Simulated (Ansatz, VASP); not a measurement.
## One calculation of TiC, two programs

```
CELL_PARAMETERS angstrom
0.00000 2.13039 2.13039
2.13039 0.00000 2.13039
2.13039 2.13039 0.00000
ATOMIC_POSITIONS crystal
Ti 0.00000 0.00000 0.00000
C 0.50000 0.50000 0.50000
```

Alike in both runs: task relaxation of cell and atoms; functional LDA; k mesh 14 × 14 × 14; occupations fermi-dirac, width 0.15 eV; no spin polarisation.

|  | VASP | Ansatz |
| --- | --- | --- |
| version | VASP 6.6.1 | Ansatz 0.2.0 |
| potentials or method | VASP PAW LDA potentials, release 64 (Ti_sv, C), cutoff 600 eV | scalar-relativistic, plane waves, PAW |
| valence electrons in the cell | 16 | 16 |

Ansatz gave:

* gap on the k mesh at the Fermi level, each at its own relaxed structure (eV): none
* relaxed volume (Å³/atom): 9.67
* relaxed cell length with the largest relative difference (Å): 3.013

Task: Estimate VASP's values.

Result: gap on the k mesh at the Fermi level, each at its own relaxed structure (eV): none; relaxed volume (Å³/atom): 9.69; relaxed cell length with the largest relative difference (Å): 3.015.

Ansatz warns that its potentials were made for another functional, while VASP's fit it. LDA's correlation is that of Perdew and Zunger in VASP and of Perdew and Wang (1992) in Ansatz. A gap of «none» marks a metal or a gap that the smearing closes.
